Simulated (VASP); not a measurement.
The system is ZrPbO4.

```
CELL_PARAMETERS angstrom
3.74185 0.00000 0.00000
-1.87093 3.24054 0.00000
0.00000 0.00000 8.36138
ATOMIC_POSITIONS crystal
Zr 0.00000 0.00000 0.50000
Pb 0.00000 0.00000 0.00000
O 0.33333 0.66667 0.63689
O 0.33333 0.66667 0.36311
O 0.66667 0.33333 0.36311
O 0.66667 0.33333 0.63689
```

The cell was generated, and may not be a known phase.

* Program: VASP 6.6.1
* Task: relaxation of cell and atoms
* Functional: PBE
* Potentials or basis: VASP PAW PBE potentials, release 64 (Zr_sv, Pb_d, O)
* Cutoff: 600 eV
* k mesh: 6 × 6 × 2
* Occupations: gaussian, width 0.1 eV
* Spin: no spin polarisation

At the start: pressure -9.5 GPa; volume 16.90 Å³/atom.

Q: How do energy, volume and symmetry change on relaxing?

A: Over 21 steps the energy falls by 334.5 meV/atom and the volume is 12.11 Å³/atom (-28.3 %); space group P6/mmm (No. 191, to 0.1 Å) before and after.

Step by step:
```csv
step,energy change (eV),largest force (eV/Å),pressure (GPa),volume (Å³)
1,0.0000,0.2882,-9.48,101.39
2,-0.2955,1.4419,6.60,87.37
3,-0.3677,1.0328,0.67,91.33
4,-0.5404,0.6947,0.35,89.56
5,-0.5964,0.4144,0.44,88.42
6,-0.6284,0.1497,0.83,86.18
7,-0.7833,0.0082,-1.95,85.57
8,-0.9846,0.2559,-6.20,84.23
9,-1.5548,0.1361,-10.47,80.79
10,0.6718,1.3808,2.18,70.66
11,-1.7162,0.5430,-9.14,79.34
12,-1.7437,0.3038,-9.20,77.79
13,-1.7592,0.4384,-9.25,78.55
14,-1.8214,0.2600,-8.13,77.13
15,-1.8383,0.0915,-6.92,75.89
16,-1.9055,0.0776,-5.39,75.07
17,-2.0034,0.0320,-0.62,72.85
18,-2.0065,0.0221,0.54,72.36
19,-2.0065,0.0235,0.38,72.43
20,-2.0069,0.0112,0.22,72.51
21,-2.0072,0.0112,-0.07,72.66
```

Final structure:
```
Zr Pb O
1.0
     3.65947    0.00000    0.00000
    -1.82973    3.16919    0.00000
     0.00000    0.00000    6.26486
Zr Pb O
1 1 4
Direct
  0.00000 0.00000 0.50000
  0.00000 0.00000 0.00000
  0.33333 0.66667 0.70305
  0.33333 0.66667 0.29695
  0.66667 0.33333 0.29695
  0.66667 0.33333 0.70305
```

Caveat: the k points lie up to 0.50 Å⁻¹ apart in the final cell, too coarse for converged energies and pressures of a metal; the volume moved by over 15 % at a fixed basis, so the end points are rough.
